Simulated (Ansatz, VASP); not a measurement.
**One calculation of Ti, two programs**

```xyz
2
Lattice="2.7761 0.0000 0.0000 -1.3880 2.4041 0.0000 0.0000 0.0000 5.2916" Properties=species:S:1:pos:R:3 pbc="T T T"
Ti    0.0000    1.6028    1.3229
Ti    1.3880    0.8014    3.9687
```

Alike in both runs: task single point; functional r2SCAN; k mesh 24 × 24 × 12; occupations fermi-dirac, width 0.02 eV; no spin polarisation.

|  | VASP | Ansatz |
| --- | --- | --- |
| version | VASP 6.6.1 | Ansatz 0.2.0 |
| potentials or method | VASP PAW PBE potentials, release 64 (Ti_sv), cutoff 520 eV | scalar-relativistic, plane waves, PAW |
| valence electrons in the cell | 24 | 24 |

```csv
,VASP,Ansatz,Ansatz less VASP
gap on the k mesh at the Fermi level (eV),none,none,-
pressure (GPa),-1.7,-2.1,-0.38
"traceless stress, the component that is largest in VASP (GPa)",-12.20,-12.11,+0.087
```

VASP's potentials were made for PBE, not for r2SCAN. A gap of «none» marks a metal or a gap that the smearing closes.
